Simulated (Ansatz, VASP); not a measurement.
## AlNi3 in VASP and in Ansatz

```xyz
4
Lattice="3.5231 0.0000 0.0000 0.0000 3.5231 0.0000 0.0000 0.0000 3.5231" Properties=species:S:1:pos:R:3 pbc="T T T"
Al    0.0000    0.0000    0.0000
Ni    0.0000    1.7615    1.7615
Ni    1.7615    0.0000    1.7615
Ni    1.7615    1.7615    0.0000
```

Alike in both runs: task single point; functional LDA; k mesh 7 × 7 × 7; occupations fermi-dirac, width 0.15 eV; collinear spin.

|  | VASP | Ansatz |
| --- | --- | --- |
| version | VASP 6.6.1 | Ansatz 0.2.0 |
| potentials or method | VASP PAW LDA potentials, release 64 (Al, Ni), cutoff 520 eV | all-electron (LAPW or listed datasets) |

|  | VASP | Ansatz | Ansatz less VASP |
| --- | --- | --- | --- |
| gap on the k mesh at the Fermi level (eV) | none | none | - |
| pressure (GPa) | -6.7 | -7.1 | -0.45 |
| net moment per atom (μB) | 0.00 | 0.00 | 0.000 |

LDA's correlation is that of Perdew and Zunger in VASP and of Perdew and Wang (1992) in Ansatz. A gap of «none» marks a metal or a gap that the smearing closes. Ansatz ran all-electron here, and VASP with PAW potentials. Ansatz's warnings: seeded moment not kept.
